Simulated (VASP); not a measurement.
# Mg (P6_3/mmc) in VASP: a series of runs, part 2 of 2

VASP 6.6.1. The steps go on from the part before.

### Step 5. Single point, LDA

This run uses another cell than the first one, of 24.63 Å³/atom, 1.019 times its volume.

INCAR

```
  PREC = Accurate
  ENCUT = 520
  EDIFF = 1E-6
  ISMEAR = -1
  SIGMA = 0.05
  LREAL = False
  LASPH = True
  NELM = 60
  ALGO = Normal
  ISIF = 2
  LWAVE = False
  LCHARG = False
  GGA = CA
  NBANDS = 9
```

KPOINTS

```
regular mesh
0
Gamma
  10 10 5
```

POSCAR

```
Mg
1.0
    3.2722434310      0.0000000000      0.0000000000
   -1.6361217155      2.8338459386      0.0000000000
    0.0000000000      0.0000000000      5.3124886887
Mg
2
Direct
    0.6666666667      0.3333333333      0.7500000000
    0.3333333333      0.6666666667      0.2500000000
```

Potentials or basis: VASP PAW LDA potentials, release 64 (Mg).

Launch:

```console
> cat potpaw_LDA.64/Mg/POTCAR > POTCAR
> mpirun -np 1 vasp_std > vasp.out
```

OUTCAR:

```text
PREC = Accurate
   ENCUT = 520
   EDIFF = 1E-6
   ISMEAR = -1
   LREAL = False
   LASPH = True
   NELM = 60
   ISIF = 2
   GGA = CA

 ion  position               nearest neighbor table
   1  0.667  0.333  0.750-   2 3.26   2 3.26   2 3.26   2 3.26   2 3.26   2 3.26
   2  0.333  0.667  0.250-   1 3.26   1 3.26   1 3.26   1 3.26   1 3.26   1 3.26

  LATTYP: Found a hexagonal cell.
 ALAT       =     3.2722434310
 C/A-ratio  =     1.6235004518

  Lattice vectors:

 A1 = (   3.2722434310,   0.0000000000,   0.0000000000)
 A2 = (  -1.6361217155,   2.8338459386,   0.0000000000)
 A3 = (   0.0000000000,   0.0000000000,   5.3124886887)

Analysis of symmetry for initial positions (statically):
=====================================================================
 Subroutine PRICEL returns:
 Original cell was already a primitive cell.

 Routine SETGRP: Setting up the symmetry group for a
 hexagonal supercell.

 Subroutine GETGRP returns: Found 24 space group operations
 (whereof 12 operations were pure point group operations)
 out of a pool of 24 trial point group operations.

[... 167 lines left out ...]
 fundamental gap:      0.0894087958
 Fermi energy:         2.1452140450

 k-point     1 :       0.0000    0.0000    0.0000
  band No.  band energies     occupation
      1      -4.5064      2.00000
      2       0.5842      2.00000
      3       0.8326      2.00000
      4      12.5109      0.00000
      5      12.5109      0.00000
      6      12.6134      0.00000
      7      12.6134      0.00000
      8      13.5422      0.00000
      9      14.8482      0.00000
[... 265 lines left out ...]
 k-point    24 :       0.4000    0.1000    0.2000
  band No.  band energies     occupation
      1      -0.4391      2.00000
      2       1.3138      2.00000
      3       2.6717      0.00005
      4       4.3602      0.00000
      5       6.2777      0.00000
      6       7.0825      0.00000
      7       8.4710      0.00000
      8       9.7876      0.00000
      9      12.0467      0.00000

 [... further k-points ...]

------------------------ aborting loop because EDIFF is reached ----------------------------------------

  FORCE on cell =-STRESS in cart. coord.  units (eV):
  Direction    XX          YY          ZZ          XY          YZ          ZX
  --------------------------------------------------------------------------------------
  -------------------------------------------------------------------------------------
  Total       -1.4211610     -1.4211610     -1.0039794      0.0000000      0.0000000     -0.0000000
  in kB      -46.2204319    -46.2204319    -32.6524302      0.0000000      0.0000000     -0.0000000
  external PRESSURE =     -41.6977646 kB  Pullay stress =       0.0000000 kB

 VOLUME and BASIS-vectors are now :
 -----------------------------------------------------------------------------
  energy-cutoff  :      520.00
  volume of cell :       49.26
      direct lattice vectors                 reciprocal lattice vectors
     3.272243431  0.000000000  0.000000000     0.305600736  0.176438667  0.000000000
    -1.636121716  2.833845939  0.000000000     0.000000000  0.352877334  0.000000000
     0.000000000  0.000000000  5.312488689     0.000000000  0.000000000  0.188235695

 POSITION                                       TOTAL-FORCE (eV/Angst)
 -----------------------------------------------------------------------------------
      1.63612      0.94462      3.98437         0.000000     -0.000000      0.000000
     -0.00000      1.88923      1.32812        -0.000000      0.000000      0.000000
 -----------------------------------------------------------------------------------
    total drift:                                0.000000     -0.000000      0.000000

  FREE ENERGIE OF THE ION-ELECTRON SYSTEM (eV)
  ---------------------------------------------------
  free  energy   TOTEN  =        -3.5224321706 eV

  energy  without entropy=       -3.5106596786  energy(sigma->0) =       -3.51654592
```

stdout:

```text
POSCAR found type information on POSCAR Mg
 POSCAR found :  1 types and       2 ions
 scaLAPACK will be used
 LDA part: xc-table for (Slater(with rela. corr.)+CA(PZ))
 , standard interpolation
 POSCAR, INCAR and KPOINTS ok, starting setup
 FFT: planning ... GRIDC
 FFT: planning ... GRID_SOFT
 FFT: planning ... GRID
 WAVECAR not read
 entering main loop
```

It took 3.8 s on 1 thread of Intel Xeon 6975P-C (Granite Rapids), shared host; peak memory 0.14 GiB.

Results:

| Quantity | Value |
| --- | --- |
| Free energy | -3.5224 eV |
| Pressure | -4.2 GPa |
| Band gap on the k mesh | zero (band 2 reaches 2.82 eV, above the bottom of band 3 at 0.83 eV) |

Stress tensor (GPa, compression positive):
```
-4.62  0.00  0.00
 0.00 -4.62  0.00
 0.00  0.00 -3.27
```

### Step 6. Single point, PBE

This run uses another cell than the first one, of 22.31 Å³/atom, 0.923 times its volume.

INCAR

```
SYSTEM = Mg
  PREC = Accurate
  ENCUT = 520
  EDIFF = 1E-6
  ISMEAR = -1
  SIGMA = 0.05
  LREAL = .FALSE.
  LASPH = .TRUE.
  NELM = 60
  ALGO = Normal
  ISIF = 2
  LWAVE = .FALSE.
  LCHARG = .FALSE.
  GGA = PE
  NBANDS = 9
```

KPOINTS

```
regular mesh
0
G
  8 8 5
  0 0 0
```

POSCAR

```
Mg
1.0
    3.2093000000      0.0000000000      0.0000000000
   -1.6046500000      2.7793353284      0.0000000000
    0.0000000000      0.0000000000      5.0018880000
Mg
2
Direct
    0.6666666667      0.3333333333      0.7500000000
    0.3333333333      0.6666666667      0.2500000000
```

Potentials or basis: VASP PAW PBE potentials, release 64 (Mg).

Launch:

```console
> cat potpaw_PBE.64/Mg/POTCAR > POTCAR
> mpirun -np 1 vasp_std > vasp.out
```

OUTCAR:

```text
SYSTEM = Mg
   PREC = Accurate
   ENCUT = 520
   EDIFF = 1E-6
   ISMEAR = -1
   LREAL = .FALSE.
   LASPH = .TRUE.
   NELM = 60
   ISIF = 2
   GGA = PE

 ion  position               nearest neighbor table
   1  0.667  0.333  0.750-   2 3.11   2 3.11   2 3.11   2 3.11   2 3.11   2 3.11
   2  0.333  0.667  0.250-   1 3.11   1 3.11   1 3.11   1 3.11   1 3.11   1 3.11

  LATTYP: Found a hexagonal cell.
 ALAT       =     3.2093000000
 C/A-ratio  =     1.5585604337

  Lattice vectors:

 A1 = (   3.2093000000,   0.0000000000,   0.0000000000)
 A2 = (  -1.6046500000,   2.7793353284,   0.0000000000)
 A3 = (   0.0000000000,   0.0000000000,   5.0018880000)

Analysis of symmetry for initial positions (statically):
=====================================================================
 Subroutine PRICEL returns:
 Original cell was already a primitive cell.

 Routine SETGRP: Setting up the symmetry group for a
 hexagonal supercell.

 Subroutine GETGRP returns: Found 24 space group operations
 (whereof 12 operations were pure point group operations)
 out of a pool of 24 trial point group operations.

The static configuration has the point symmetry D_3d.
[... 169 lines left out ...]

 k-point     1 :       0.0000    0.0000    0.0000
  band No.  band energies     occupation
      1      -4.2716      2.00000
      2       1.2799      2.00000
      3       1.9319      2.00000
      4      13.4561      0.00000
      5      13.4561      0.00000
      6      13.5288      0.00000
      7      13.5288      0.00000
      8      14.8610      0.00000
      9      16.0355      0.00000
[... 265 lines left out ...]
 k-point    24 :       0.3750    0.0000    0.4000
  band No.  band energies     occupation
      1      -0.6326      2.00000
      2       0.5106      2.00000
      3       4.0411      0.00000
      4       5.1382      0.00000
      5       9.3277      0.00000
      6      10.4630      0.00000
      7      11.1647      0.00000
      8      11.4686      0.00000
      9      12.5903      0.00000

 [... further k-points ...]

------------------------ aborting loop because EDIFF is reached ----------------------------------------

  FORCE on cell =-STRESS in cart. coord.  units (eV):
  Direction    XX          YY          ZZ          XY          YZ          ZX
  --------------------------------------------------------------------------------------
  -------------------------------------------------------------------------------------
  Total       -0.0090161     -0.0090161      0.8840766     -0.0000000      0.0000000      0.0000000
  in kB       -0.3237746     -0.3237746     31.7479190     -0.0000000      0.0000000      0.0000000
  external PRESSURE =      10.3667900 kB  Pullay stress =       0.0000000 kB

 VOLUME and BASIS-vectors are now :
 -----------------------------------------------------------------------------
  energy-cutoff  :      520.00
  volume of cell :       44.62
      direct lattice vectors                 reciprocal lattice vectors
     3.209300000  0.000000000  0.000000000     0.311594429  0.179899127  0.000000000
    -1.604650000  2.779335328  0.000000000     0.000000000  0.359798255  0.000000000
     0.000000000  0.000000000  5.001888000     0.000000000  0.000000000  0.199924509

 POSITION                                       TOTAL-FORCE (eV/Angst)
 -----------------------------------------------------------------------------------
      1.60465      0.92645      3.75142         0.000000      0.000000      0.000000
     -0.00000      1.85289      1.25047        -0.000000     -0.000000      0.000000
 -----------------------------------------------------------------------------------
    total drift:                               -0.000000      0.000000     -0.000000

  FREE ENERGIE OF THE ION-ELECTRON SYSTEM (eV)
  ---------------------------------------------------
  free  energy   TOTEN  =        -3.0245884682 eV

  energy  without entropy=       -3.0172541700  energy(sigma->0) =       -3.02092132
```

Run time: 6.3 s. Hardware: 1 thread of Intel Xeon Platinum 8559C (Emerald Rapids), shared host; peak memory 0.15 GiB.

Results:

* Free energy: -3.0246 eV
* Pressure: 1.0 GPa
* Band gap on the k mesh: zero (band 2 reaches 3.67 eV, above the bottom of band 3 at 1.93 eV)

Stress tensor (GPa, compression positive):
```
-0.03  0.00  0.00
 0.00 -0.03  0.00
 0.00  0.00  3.17
```

Levels at points of the mesh, in eV from the Fermi level:
```csv
k point,band 1,band 2,band 3,band 4,band 5
"(0.00, 0.00, 0.00)",-7.13,-1.58,-0.93,10.59,10.59
"(0.50, 0.00, 0.00)",-2.38,-2.37,2.69,3.06,3.58
```

### Step 7. Overview

```tsv
level	potentials or basis	cell	k mesh	gap on the mesh (eV)	pressure (GPa)
LDA	VASP PAW LDA potentials, release 64 (Mg)	a = 3.252, b = 3.252, c = 5.279 Å, angles 90.0, 90.0, 120.0°, 2 atoms	10 × 10 × 5	none	-3.7
PBE	VASP PAW PBE potentials, release 64 (Mg)	a = 3.231, b = 3.231, c = 5.245 Å, angles 90.0, 90.0, 120.0°, 2 atoms	10 × 10 × 5	none	-1.1
PBE	VASP PAW PBE potentials, release 64 (Mg)	a = 3.252, b = 3.252, c = 5.279 Å, angles 90.0, 90.0, 120.0°, 2 atoms	10 × 10 × 5	none	-1.7
LDA	VASP PAW LDA potentials, release 64 (Mg)	a = 3.272, b = 3.272, c = 5.312 Å, angles 90.0, 90.0, 120.0°, 2 atoms	10 × 10 × 5	none	-4.2
PBE	VASP PAW PBE potentials, release 64 (Mg)	a = 3.209, b = 3.209, c = 5.002 Å, angles 90.0, 90.0, 120.0°, 2 atoms	8 × 8 × 5	none	1.0
```

Alike in all rows: task single point; no spin polarisation; cutoff (eV) 520; smearing fermi-dirac 0.05 eV.

Absolute energies hang on the potentials; compare differences alone.
